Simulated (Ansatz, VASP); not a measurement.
# Two plane-wave programs on SnSe2

File INCAR:

```
SYSTEM = SnSe2
ALGO = Normal ; EDIFF = 1E-8
ENCUT = 520 ; GGA = PS
ISIF = 2 ; ISMEAR = 0
LASPH = .TRUE. ; LCHARG = .FALSE.
LEFG = .TRUE. ; LREAL = .FALSE.
LWAVE = .FALSE. ; NBANDS = 20
NELM = 80 ; PREC = Accurate
SIGMA = 0.05
```

Contents of KPOINTS:

```
k-points
0
G
  10 10 6
  0 0 0
```

POSCAR

```
SnSe2
1.0
    3.8172006016      0.0000000000      0.0000000000
   -1.9086003008      3.3057926923      0.0000000000
    0.0000000000      0.0000000000      6.1667051912
Sn Se
1 2
Direct
    0.0000000000      0.0000000000      0.0000000000
    0.3333333333      0.6666666667      0.2573338118
    0.6666666667      0.3333333333      0.7426661882
```

Input for Ansatz:

```yaml
crystal:
  lattice:
    - [3.8172006016, 0.0, 0.0]
    - [-1.9086003008, 3.3057926923, 0.0]
    - [0.0, 0.0, 6.1667051912]
  atoms:
    - { symbol: Sn, position: [0.0, 0.0, 0.0] }
    - { symbol: Se, position: [0.3333333333, 0.6666666667, 0.2573338118] }
    - { symbol: Se, position: [0.6666666667, 0.3333333333, 0.7426661882] }
basis:
  ecutwfc: 420
  ecutrho_ratio: 4
kpoints:
  mp_grid: { grid: [10, 10, 6] }
hamiltonian:
  xc: pbesol
scf:
  occupations: { method: gaussian, width: 0.05 }
  n_extra_bands: 26
output:
  forces: true
  stress: true
  eigenvalues: true
  optics: { de: 0.05 }
  efg: {}
```

Alike in both runs: task electric field gradients; functional PBEsol; k mesh 10 × 10 × 6; occupations gaussian, width 0.05 eV; no spin polarisation.

```csv
,VASP,Ansatz
version,VASP 6.6.1,Ansatz 0.2.0
potentials or method,"VASP PAW PBE potentials, release 64 (Sn_d, Se), cutoff 520 eV","scalar-relativistic, plane waves, PAW"
valence electrons in the cell,26,46
```

|  | VASP | Ansatz | Ansatz less VASP |
| --- | --- | --- | --- |
| gap on the k mesh at the Fermi level (eV) | 0.53 | 0.54 | +0.005 |
| least direct gap on the mesh (eV) | 1.00 | 1.01 | +0.009 |
| pressure (GPa) | 0.1 | 0.0 | -0.10 |
| rms of the force components (eV/Å) | 0.009 | 0.000 | -0.0084 |

VASP's potentials were made for PBE, not for PBEsol. Atom by atom the forces differ by 0.009 eV/Å (rms over components). VASP's potentials hold 26 valence electrons a cell and Ansatz's 46, so a difference there can come from the potentials and not from the codes.
